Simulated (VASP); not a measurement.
Crystal: Sr.

```xyz
2
Lattice="5.6177 0.0000 0.0000 -4.1637 3.7712 0.0000 -0.7270 -1.8856 5.2416" Properties=species:S:1:pos:R:3 pbc="T T T"
Sr    2.8088    0.0000    2.6208
Sr    0.0000    0.0000    0.0000
```

Base run:

- Program: VASP 6.6.1
- Functional: BLYP
- Potentials or basis: VASP PAW PBE potentials, release 64 (Sr_sv)
- Cutoff: 520 eV
- k mesh: 8 × 8 × 8
- Occupations: fermi-dirac, width 0.3 eV
- Spin: no spin polarisation

Its results: band gap on the k mesh zero (bands 10 and 11 overlap by 0.47 eV); pressure 0.7 GPa.

Task: The run is repeated on the same cell with these changes: functional from BLYP to PBEsol. What comes out?

Result: Band gap on the k mesh zero (bands 10 and 11 overlap by 0.55 eV); pressure -0.2 GPa.

PBEsol binds more tightly than BLYP, so the same cell stands under less pressure.

Caveats: so wide a smearing shifts energies and pressures; the PAW data sets were made with another functional, which shifts forces and pressure a little.
